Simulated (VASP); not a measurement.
Write the native input for VASP 6.6.1 that does the following.

```
Task                   : single point
Functional             : PBE
Potentials or basis    : VASP PAW PBE potentials, release 64 (B)
Cutoff                 : 520 eV
k mesh                 : 18 × 18 × 18
Occupations            : fermi-dirac, width 0.136057 eV
Spin                   : no spin polarisation
Dipole correction      : no
Further INCAR settings : ALGO = Normal; EDIFF = 1e-06; NBANDS = 8
```

The structure of B lies in POSCAR:

```
B
1.0
    0.0000000000      1.4340300681      1.4340300681
    1.4340300681      0.0000000000      1.4340300681
    1.4340300681      1.4340300681      0.0000000000
B
1
Direct
    0.0000000000      0.0000000000      0.0000000000
```

The input as run:

INCAR

```
ALGO = Normal ; EDIFF = 1E-6
ENCUT = 520 ; GGA = PE
ISIF = 2 ; ISMEAR = -1
LASPH = True ; LCHARG = False
LREAL = False ; LWAVE = False
NBANDS = 8 ; NELM = 100
PREC = Accurate ; SIGMA = 0.13605693000000002
```

KPOINTS

```
k-points
0
Gamma
  18 18 18
```

Potentials or basis: VASP PAW PBE potentials, release 64 (B).

Run with:

```sh
$ cat potpaw_PBE.64/B/POTCAR > POTCAR
$ mpirun -np 1 vasp_std > vasp.out
```

It gave:

| Item | Value |
| --- | --- |
| Pressure | -0.4 GPa |

It took 3.5 s on 1 thread of AMD EPYC 9R45 96-Core Processor (Zen 5), with other jobs on the host, peak memory 0.08 GiB.
